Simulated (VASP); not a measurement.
# Si2Ni (Immm) in VASP: a series of runs

Runs on Si2Ni. Level: PBEsol. Tasks: single point.

Program: VASP 6.6.1. These are calculated values, not measurements. Logs are shortened: lines on timing, memory, paths and dates and some standing lists are left out, and cuts for length are marked.

## (1) The cell of the first run

It takes space group Immm (No. 71, orthorhombic). Conventional cell: a = 3.705 Å, b = 3.919 Å, c = 5.391 Å, α = 90.00°, β = 90.00°, γ = 90.00°. Si (site symmetry mm2) has 4 Ni at 2.29 to 2.38 Å and 6 Si at 2.70 Å within 3.0 Å. Within 3.0 Å of Ni (site symmetry mmm) lie 8 Si at 2.29 to 2.38 Å.

## (2) Single point, PBEsol (strain +0.0562 x Voigt [0, 0, 0, 1, 0, 0])

Contents of INCAR:

```
PREC = Accurate
ENCUT = 520
EDIFF = 1E-6
ISMEAR = 0
SIGMA = 0.15
LREAL = F
LASPH = T
NELM = 60
ALGO = Normal
ISIF = 2
LWAVE = F
LCHARG = F
GGA = PS
NBANDS = 16
```

Contents of KPOINTS:

```
Automatic mesh
0
Gamma
  16 16 16
```

Contents of POSCAR:

```
Si2Ni
1.0
    0.0000000000      2.7714541612      2.7714541612
    2.6957048548      0.0757493064      2.6957048548
    2.6957048548      2.6957048548      0.0757493064
Si Ni
2 1
Direct
    0.2500000000      0.2500000000      0.2500000000
    0.7500000000      0.7500000000      0.7500000000
    0.0000000000      0.0000000000      0.0000000000
```

Potentials or basis: VASP PAW PBE potentials, release 64 (Si, Ni).

On the command line:

```bash
cat potpaw_PBE.64/Si/POTCAR potpaw_PBE.64/Ni/POTCAR > POTCAR
mpirun -np 1 vasp_std > vasp.out
```

OUTCAR:

```text
PREC = Accurate
   ENCUT = 520
   EDIFF = 1E-6
   ISMEAR = 0
   LREAL = F
   LASPH = T
   NELM = 60
   ISIF = 2
   GGA = PS

 ion  position               nearest neighbor table
   1  0.250  0.250  0.250-   3 2.29   3 2.29   3 2.38   3 2.38   2 2.70   2 2.70   2 2.70   2 2.70
                             2 2.70   2 2.70
   2  0.750  0.750  0.750-   3 2.29   3 2.29   3 2.38   3 2.38   1 2.70   1 2.70   1 2.70   1 2.70
                             1 2.70   1 2.70
   3  0.000  0.000  0.000-   2 2.29   2 2.29   1 2.29   1 2.29   2 2.38   2 2.38   1 2.38   1 2.38

  LATTYP: Found a body centered orthorhombic cell.
 ALAT       =     3.7051766694
 B/A-ratio  =     1.0578248791
 C/A-ratio  =     1.4551019265

  Lattice vectors:

 A1 = (  -2.6957048548,   2.6957048548,   0.0757493064)
 A2 = (  -2.6957048548,  -2.6957048548,  -0.0757493064)
 A3 = (   2.6957048548,   0.0757493064,   2.6957048548)

Analysis of symmetry for initial positions (statically):
=====================================================================
 Subroutine PRICEL returns:
 Original cell was already a primitive cell.

 Routine SETGRP: Setting up the symmetry group for a
 body centered orthorhombic supercell.

 Subroutine GETGRP returns: Found  8 space group operations
 (whereof  8 operations were pure point group operations)
 out of a pool of  8 trial point group operations.

The static configuration has the point symmetry D_2h.

Analysis of symmetry for dynamics (positions and initial velocities):
=====================================================================
 Subroutine PRICEL returns:
 Original cell was already a primitive cell.

 Routine SETGRP: Setting up the symmetry group for a
 body centered orthorhombic supercell.

 Subroutine GETGRP returns: Found  8 space group operations
 (whereof  8 operations were pure point group operations)
 out of a pool of  8 trial point group operations.

The dynamic configuration has the point symmetry D_2h.

 Subroutine INISYM returns: Found  8 space group operations
 (whereof  8 operations are pure point group operations),
 and found     1 'primitive' translations

----------------------------------------------------------------------------------------

                                     Primitive cell

  volume of cell :      39.1475

  direct lattice vectors                    reciprocal lattice vectors
     0.000000000  2.771454161  2.771454161    -0.185480246  0.180410705  0.180410705
     2.695704855  0.075749306  2.695704855     0.185480246 -0.190842933  0.190842933
     2.695704855  2.695704855  0.075749306     0.185480246  0.190842933 -0.190842933

  length of vectors
     3.919428062  3.813054850  3.813054850     0.315434568  0.327482780  0.327482780

  position of ions in fractional coordinates (direct lattice)
     0.250000000  0.250000000  0.250000000
     0.750000000  0.750000000  0.750000000
     0.000000000  0.000000000  0.000000000

  ion indices of the primitive-cell ions
   primitive index   ion index
                 1           1
                 2           2
                 3           3

----------------------------------------------------------------------------------------

 KPOINTS: Automatic mesh

Automatic generation of k-mesh.
 Grid dimensions read from file:
 generate k-points for:   16   16   16

 Generating k-lattice:

  Cartesian coordinates                     Fractional coordinates (reciprocal lattice)
    -0.011592515  0.011275669  0.011275669     0.062500000 -0.000000000 -0.000000000
     0.011592515 -0.011927683  0.011927683     0.000000000  0.062500000 -0.000000000
     0.011592515  0.011927683 -0.011927683     0.000000000 -0.000000000  0.062500000

  Length of vectors
     0.019714661  0.020467674  0.020467674

  Shift w.r.t. Gamma in fractional coordinates (k-lattice)
     0.000000000  0.000000000  0.000000000

 Subroutine IBZKPT returns following result:
 ===========================================

 Found    621 irreducible k-points:

 Following reciprocal coordinates:
            Coordinates               Weight
  0.000000  0.000000  0.000000      1.000000
  0.062500  0.000000  0.000000      4.000000
  0.125000  0.000000  0.000000      4.000000
  0.187500 -0.000000 -0.000000      4.000000
  0.250000  0.000000  0.000000      4.000000
  0.312500  0.000000  0.000000      4.000000
[... 16 lines left out ...]
 -0.187500  0.062500 -0.000000      8.000000
 -0.125000  0.062500  0.000000      8.000000
 [... further k-points ...]
   k-points           NKPTS =    621   k-points in BZ     NKDIM =    621   number of bands    NBANDS=     16
   number of dos      NEDOS =    301   number of ions     NIONS =      3
   total plane-waves  NPLWV =  23520
   dimension x,y,z NGX =    30 NGY =   28 NGZ =   28
   dimension x,y,z NGXF=    60 NGYF=   56 NGZF=   56
   ions per type =               2   1
   NGX,Y,Z   is equivalent  to a cutoff of  12.72, 12.21, 12.21 a.u.
   NGXF,Y,Z  is equivalent  to a cutoff of  25.45, 24.42, 24.42 a.u.
 SYSTEM =  unknown system
   PREC   = accura    normal or accurate (medium, high low for compatibility)
   ISTART =      0    job   : 0-new  1-cont  2-samecut
   ICHARG =      2    charge: 1-file 2-atom 10-const
   ISPIN  =      1    spin polarized calculation?
   LNONCOLLINEAR =      F non collinear calculations
   LSORBIT =      F    spin-orbit coupling
   LASPH  =      T    aspherical Exc in radial PAW
   ENCUT  =  520.0 eV  38.22 Ry    6.18 a.u.   7.29  7.09  7.09*2*pi/ulx,y,z
   NELM   =     60;   NELMIN=  2; NELMDL= -5     # of ELM steps
   EDIFF  = 0.1E-05   stopping-criterion for ELM
   LREAL  =      F    real-space projection
   EDIFFG = 0.1E-04   stopping-criterion for IOM
   NSW    =      0    number of steps for IOM
   IBRION =     -1    ionic relax: 0-MD 1-quasi-New 2-CG
   NFREE  =      0    steps in history (QN), initial steepest desc. (CG)
   ISIF   =      2    stress and relaxation
   ISYM   =      2    0-nonsym 1-usesym 2-fastsym
   POTIM  = 0.5000    time-step for ionic-motion
   TEBEG  =    0.0;   TEEND  =   0.0 temperature during run
   PSTRESS=    0.0 pullay stress
   NELECT =      18.0000    total number of electrons
   NUPDOWN=      -1.0000    fix difference up-down
   EMIN   =  10.00;   EMAX   =-10.00  energy-range for DOS
   EFERMI =   0.00;   METHOD = LEGACY
   ISMEAR =     0;   SIGMA  =   0.15  broadening in eV -4-tet -1-fermi 0-gaus
   EFERMI_NEDOS =   21; number of points for ismear=-14 and -15
   IALGO  =     38    algorithm
   IMIX   =      4    mixing-type and parameters
     AMIX     =   0.40;   BMIX     =  1.00
     AMIX_MAG =   1.60;   BMIX_MAG =  1.00
  volume/ion in A,a.u.               =      13.05        88.06
  Fermi-wavevector in a.u.,A,eV,Ry     =   1.263565  2.387792 21.723023  1.596597
  Thomas-Fermi vector in A             =   2.396916
   LORBIT       =      0    0 simple, 1 ext, 2 COOP (PROOUT), +10 PAW based schemes
   GGA     = PS    functional components
   LHFCALC =     F    Hartree Fock is set to
   AEXX    =    0.0000 exact exchange contribution
   IVDW    =     0    specifies the selected vdW correction
   LEPSILON=     F    determine dielectric tensor
   LRPA    =     F    only Hartree local field effects (RPA)
 non-spin polarized calculation
 Gauss-broadening in eV      SIGMA  =   0.15
  energy-cutoff  :      520.00
  volume of cell :       39.15
 maximum number of plane-waves:      1073
 NGX is ok and might be reduce to    30
   NGX = 15   NGY = 15   NGZ = 15

 number of electron      17.9999997 magnetization

 Free energy of the ion-electron system (eV)
  ---------------------------------------------------
  ext. energy  EPLUGINS =         0.00000000
  ---------------------------------------------------
  free energy    TOTEN  =       -18.94015026 eV

  energy without entropy =      -18.93008944  energy(sigma->0) =      -18.93511985

 E-fermi :  10.4659     XC(G=0): -11.7398

 val. band max:       10.4657187027   @ k =   0.2500   0.3125   0.0625
 cond. band min:      10.4738524294   @ k =  -0.0625   0.1250   0.1250
 fundamental gap:      0.0081337267
 Fermi energy:        10.4659493595

 k-point     1 :       0.0000    0.0000    0.0000
  band No.  band energies     occupation
      1      -3.4442      2.00000
      2       5.1382      2.00000
      3       5.2035      2.00000
      4       5.2770      2.00000
      5       6.9096      2.00000
      6       6.9245      2.00000
[... 8 lines left out ...]
     15      15.2209      0.00000
     16      15.3547      0.00000

 k-point     2 :       0.0625    0.0000    0.0000
  band No.  band energies     occupation
      1      -3.3880      2.00000
      2       5.0330      2.00000
      3       5.2036      2.00000
      4       5.2943      2.00000
      5       6.8993      2.00000
      6       6.9163      2.00000
[... 8 lines left out ...]
     15      15.0119      0.00000
     16      15.2194      0.00000

 k-point     3 :       0.1250    0.0000    0.0000
  band No.  band energies     occupation
      1      -3.2199      2.00000
      2       4.6830      2.00000
      3       5.2482      2.00000
      4       5.3437      2.00000
      5       6.8739      2.00000
      6       6.8962      2.00000
[... 8 lines left out ...]
     15      14.9547      0.00000
     16      14.9555      0.00000

 k-point     4 :       0.1875   -0.0000   -0.0000
  band No.  band energies     occupation
      1      -2.9415      2.00000
      2       4.1276      2.00000
      3       5.3194      2.00000
      4       5.4170      2.00000
      5       6.8485      2.00000
      6       6.8770      2.00000
[... 8 lines left out ...]
     15      15.4889      0.00000
     16      15.6307      0.00000

 k-point     5 :       0.2500    0.0000    0.0000
  band No.  band energies     occupation
      1      -2.5558      2.00000
      2       3.4113      2.00000
      3       5.4009      2.00000
      4       5.5003      2.00000
      5       6.8436      2.00000
      6       6.8768      2.00000
[... 8 lines left out ...]
     15      16.3176      0.00000
     16      16.6573      0.00000

 k-point     6 :       0.3125    0.0000    0.0000
  band No.  band energies     occupation
      1      -2.0673      2.00000
      2       2.5904      2.00000
      3       5.4749      2.00000
      4       5.5763      2.00000
      5       6.8768      2.00000
      6       6.9123      2.00000
[... 8 lines left out ...]
     15      17.2800      0.00000
     16      17.6943      0.00000
[... 267 lines left out ...]
 k-point    21 :      -0.3125    0.0625    0.0000
  band No.  band energies     occupation
      1      -1.8234      2.00000
      2       2.3241      2.00000
      3       5.4514      2.00000
      4       5.6151      2.00000
      5       6.7733      2.00000
      6       7.0129      2.00000
[... 8 lines left out ...]
     15      17.2398      0.00000
     16      19.0914      0.00000

 k-point    22 :      -0.2500    0.0625   -0.0000
  band No.  band energies     occupation
      1      -2.3451      2.00000
      2       3.1547      2.00000
      3       5.3892      2.00000
      4       5.5477      2.00000
      5       6.7319      2.00000
      6       6.9603      2.00000
[... 8 lines left out ...]
     15      16.3019      0.00000
     16      17.9637      0.00000

 k-point    23 :      -0.1875    0.0625   -0.0000
  band No.  band energies     occupation
      1      -2.7665      2.00000
      2       3.8978      2.00000
      3       5.3209      2.00000
      4       5.4573      2.00000
      5       6.7463      2.00000
      6       6.9329      2.00000
[... 8 lines left out ...]
     15      15.5150      0.00000
     16      16.8412      0.00000

 k-point    24 :      -0.1250    0.0625    0.0000
  band No.  band energies     occupation
      1      -3.0821      2.00000
      2       4.4967      2.00000
      3       5.2551      2.00000
      4       5.3686      2.00000
      5       6.7944      2.00000
      6       6.9251      2.00000
[... 8 lines left out ...]
     15      15.2057      0.00000
     16      15.8580      0.00000

 [... further k-points ...]

------------------------ aborting loop because EDIFF is reached ----------------------------------------

  FORCE on cell =-STRESS in cart. coord.  units (eV):
  Direction    XX          YY          ZZ          XY          YZ          ZX
  --------------------------------------------------------------------------------------
  -------------------------------------------------------------------------------------
  Total        0.0257053      0.2109362      0.2109362      0.0000000     -1.6183565      0.0000000
  in kB        1.0520330      8.6329222      8.6329222      0.0000000    -66.2339740      0.0000000
  external PRESSURE =       6.1059591 kB  Pullay stress =       0.0000000 kB

 VOLUME and BASIS-vectors are now :
 -----------------------------------------------------------------------------
  energy-cutoff  :      520.00
  volume of cell :       39.15
      direct lattice vectors                 reciprocal lattice vectors
     0.000000000  2.771454161  2.771454161    -0.185480246  0.180410705  0.180410705
     2.695704855  0.075749306  2.695704855     0.185480246 -0.190842933  0.190842933
     2.695704855  2.695704855  0.075749306     0.185480246  0.190842933 -0.190842933

 POSITION                                       TOTAL-FORCE (eV/Angst)
 -----------------------------------------------------------------------------------
      1.34785      1.38573      1.38573        -0.431426     -0.000000     -0.000000
      4.04356      4.15718      4.15718         0.431426      0.000000      0.000000
      0.00000      0.00000      0.00000         0.000000     -0.000000     -0.000000
 -----------------------------------------------------------------------------------
    total drift:                                0.000000     -0.000000     -0.000000

  FREE ENERGIE OF THE ION-ELECTRON SYSTEM (eV)
  ---------------------------------------------------
  free  energy   TOTEN  =       -18.9401502578 eV

  energy  without entropy=      -18.9300894419  energy(sigma->0) =      -18.93511985
```

It took 9.6 min on 1 thread of Intel Xeon 8259CL, shared host; peak memory 0.47 GiB.

What came out:

```yaml
Free_energy: -18.9402 eV
Pressure: 0.6 GPa
Largest_force: 0.431 eV/Å
Band_gap_on_the_k_mesh: zero (bands 9 and 10 overlap by 2.17 eV)
```

Forces on the atoms (eV/Å):
```
Si  -0.431  0.000  0.000
Si   0.431  0.000  0.000
Ni   0.000  0.000  0.000
```

Stress tensor (GPa, compression positive):
```
 0.11  0.00  0.00
 0.00  0.86 -6.62
 0.00 -6.62  0.86
```

Levels at points of the mesh, in eV from the Fermi level:
| k point | band 6 | band 7 | band 8 | band 9 | band 10 | band 11 | band 12 | band 13 |
| --- | --- | --- | --- | --- | --- | --- | --- | --- |
| (0.00, 0.00, 0.00) | -3.54 | -0.32 | 1.46 | 1.71 | 1.93 | 2.07 | 2.42 | 2.61 |
| (0.50, 0.00, 0.00) | -3.38 | -3.36 | -1.36 | -1.13 | 1.88 | 2.05 | 2.05 | 2.95 |
| (0.00, 0.50, 0.00) | -3.37 | -3.36 | -1.69 | -1.55 | 1.57 | 1.63 | 1.67 | 2.61 |
| (0.50, 0.50, 0.00) | -3.66 | -3.64 | -3.47 | -3.15 | -0.39 | 1.36 | 7.69 | 8.29 |
| (0.00, 0.50, 0.50) | -3.77 | -3.55 | -3.49 | -3.14 | -0.46 | 1.47 | 7.83 | 8.38 |

Caveat: the cell differs from its parent crystal (strain +0.0562 x Voigt [0, 0, 0, 1, 0, 0]); the PAW data sets were made with another functional, which shifts forces and pressure a little.

## (3) Single point, PBEsol (strain +0.0375 x Voigt [0, 0, 0, 1, 0, 0])

Contents of INCAR:

```
SYSTEM = Si2Ni
PREC = Accurate
ENCUT = 520
EDIFF = 1E-7
ISMEAR = 0
SIGMA = 0.15
LREAL = .False.
LASPH = .True.
NELM = 60
ALGO = Normal
ISIF = 2
LWAVE = .False.
LCHARG = .False.
GGA = PS
NBANDS = 16
```

Contents of KPOINTS:

```
Automatic mesh
0
Gamma
  16 16 16
  0 0 0
```

Contents of POSCAR:

```
Si2Ni
1.0
    0.0000000000      2.7462493208      2.7462493208
    2.6957048548      0.0505444660      2.6957048548
    2.6957048548      2.6957048548      0.0505444660
Si Ni
2 1
Direct
    0.2500000000      0.2500000000      0.2500000000
    0.7500000000      0.7500000000      0.7500000000
    0.0000000000      0.0000000000      0.0000000000
```

Potentials or basis: VASP PAW PBE potentials, release 64 (Si, Ni).

On the command line:

```bash
cat potpaw_PBE.64/Si/POTCAR potpaw_PBE.64/Ni/POTCAR > POTCAR
mpirun -np 1 vasp_std > vasp.out
```

Run time: 9.9 min. Hardware: 1 thread of Intel Xeon 8259CL, shared host; peak memory 0.47 GiB.

It converged, with:

```yaml
Free_energy: -18.9655 eV
Pressure: 0.3 GPa
Largest_force: 0.284 eV/Å
Band_gap_on_the_k_mesh: zero (bands 9 and 10 overlap by 2.15 eV)
```

Forces on the atoms (eV/Å):
```
Si  -0.284  0.000  0.000
Si   0.284  0.000  0.000
Ni   0.000  0.000  0.000
```

Stress tensor (GPa, compression positive):
```
 0.10  0.00  0.00
 0.00  0.44 -4.45
 0.00 -4.45  0.44
```

Levels at points of the mesh, in eV from the Fermi level:
```
           k point  band 5  band 6  band 7  band 8  band 9  band 10  band 11  band 12  band 13  band 14
(0.00, 0.00, 0.00)   -3.56   -3.56   -0.26    1.54    1.72     1.94     2.03     2.32     2.48     4.71
(0.50, 0.00, 0.00)   -3.70   -3.38   -3.37   -1.40   -1.25     1.87     1.94     1.96     2.83     8.68
(0.00, 0.50, 0.00)   -3.85   -3.38   -3.37   -1.62   -1.52     1.62     1.70     1.71     2.60     9.05
(0.50, 0.50, 0.00)   -4.55   -3.66   -3.66   -3.49   -3.15    -0.40     1.34     7.73     8.34     8.40
(0.00, 0.50, 0.50)   -4.26   -3.74   -3.59   -3.49   -3.15    -0.43     1.39     7.79     8.37     8.44
```

Caveat: the cell differs from its parent crystal (strain +0.0375 x Voigt [0, 0, 0, 1, 0, 0]); the PAW data sets were made with another functional, which shifts forces and pressure a little. Spin polarisation is off, so any magnetic state and its effect on volume and gap are missing.

[end of part 1 of 2]
